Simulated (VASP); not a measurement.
InSe: single point with PBEsol

The system is InSe.

```
In Se
1.0
     4.00585    0.00000    0.00000
    -2.00293    3.46917    0.00000
     0.00000    0.00000   17.00216
In Se
4 4
Cartesian
  0.0000 2.3128 2.8622
  2.0029 1.1564 11.3633
  0.0000 2.3128 5.6388
  2.0029 1.1564 14.1399
  0.0000 2.3128 10.0845
  2.0029 1.1564 1.5834
  0.0000 2.3128 15.4188
  2.0029 1.1564 6.9177
```

- Program: VASP 6.6.1
- Task: single point
- Functional: PBEsol
- Potentials or basis: VASP PAW PBE potentials, release 64 (In_d, Se)
- Cutoff: 520 eV
- k mesh: 12 × 12 × 2
- Occupations: gaussian, width 0.02 eV
- Spin: no spin polarisation

```json
{
 "Pressure": "0.1 GPa",
 "Largest force": "0.020 eV/Å",
 "Band gap on the k mesh": "0.42 eV"
}
```

Forces on the atoms (eV/Å):
```
In   0.000  0.000  0.019
In   0.000  0.000  0.019
In   0.000  0.000 -0.019
In   0.000  0.000 -0.019
Se   0.000  0.000 -0.020
Se   0.000  0.000 -0.020
Se   0.000  0.000  0.020
Se   0.000  0.000  0.020
```

Levels at points of the mesh, in eV from the valence-band top:
```csv
k point,band 36,band 37,band 38,band 39,band 40,band 41
"(0.00, 0.00, 0.00)",-1.05,-1.05,0.00,0.42,1.66,2.10
"(0.50, 0.00, 0.00)",-2.00,-1.98,-1.38,1.22,1.23,1.88
"(0.00, 0.00, 0.50)",-1.08,-0.87,-0.87,1.21,1.21,2.11
"(0.50, 0.00, 0.50)",-2.05,-1.69,-1.69,1.47,1.47,1.62
```

It took 4.3 min on 1 thread of Intel(R) Xeon(R) 6975P-C (Granite Rapids), with other jobs on the host, peak memory 0.53 GiB.

Caveat: the PAW data sets were made with another functional, which shifts forces and pressure a little; spin-orbit coupling is left out, which moves the levels of the heavy elements; this functional lacks dispersion, which binds the layers, so the pressure and a relaxed spacing across them are unreliable. PBEsol gaps usually lie below the measured ones, often by a third to a half.
